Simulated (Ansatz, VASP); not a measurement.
# Pt: VASP beside Ansatz

The input INCAR:

```
SYSTEM = Pt
PREC = Accurate
ENCUT = 520
EDIFF = 1E-7
ISMEAR = 0
SIGMA = 0.15
LREAL = .False.
LASPH = .True.
NELM = 60
ALGO = Normal
ISIF = 2
LWAVE = .False.
LCHARG = .False.
GGA = PE
NBANDS = 11
```

Contents of KPOINTS:

```
Automatic mesh
0
Gamma
  12 12 12
  0 0 0
```

The input POSCAR:

```
Pt
1.0
    0.0000000000      1.9263154446      2.0226312169
    1.9263154446      0.0000000000      2.0226312169
    1.9263154446      1.9263154446      0.0000000000
Pt
1
Direct
    0.0000000000      0.0000000000      0.0000000000
```

Input for Ansatz:

```yaml
crystal:
  lattice:
    - [0.0, 1.9263154446, 2.0226312169]
    - [1.9263154446, 0.0, 2.0226312169]
    - [1.9263154446, 1.9263154446, 0.0]
  atoms:
    - { symbol: Pt, position: [0.0, 0.0, 0.0] }
basis:
  ecutwfc: 420
kpoints:
  mp_grid: { grid: [12, 12, 12] }
hamiltonian:
  xc: pbe
scf:
  occupations: { method: gaussian, width: 0.15 }
output:
  forces: true
  stress: true
  eigenvalues: true
```

Alike in both runs: task single point; functional PBE; k mesh 12 × 12 × 12; occupations gaussian, width 0.15 eV; no spin polarisation.

|  | VASP | Ansatz |
| --- | --- | --- |
| version | VASP 6.6.1 | Ansatz 0.2.0 |
| potentials or method | VASP PAW PBE potentials, release 64 (Pt), cutoff 520 eV | scalar-relativistic, plane waves, PAW |
| valence electrons in the cell | 10 | 18 |

|  | VASP | Ansatz | Ansatz less VASP |
| --- | --- | --- | --- |
| gap on the k mesh at the Fermi level (eV) | none | none | - |
| pressure (GPa) | 11.3 | 11.9 | +0.55 |
| traceless stress, the component that is largest in VASP (GPa) | -3.33 | -3.36 | -0.026 |

A gap of «none» marks a metal or a gap that the smearing closes. VASP's potentials hold 10 valence electrons a cell and Ansatz's 18, so a difference there can come from the potentials and not from the codes.

Neither program's run includes spin-orbit coupling.
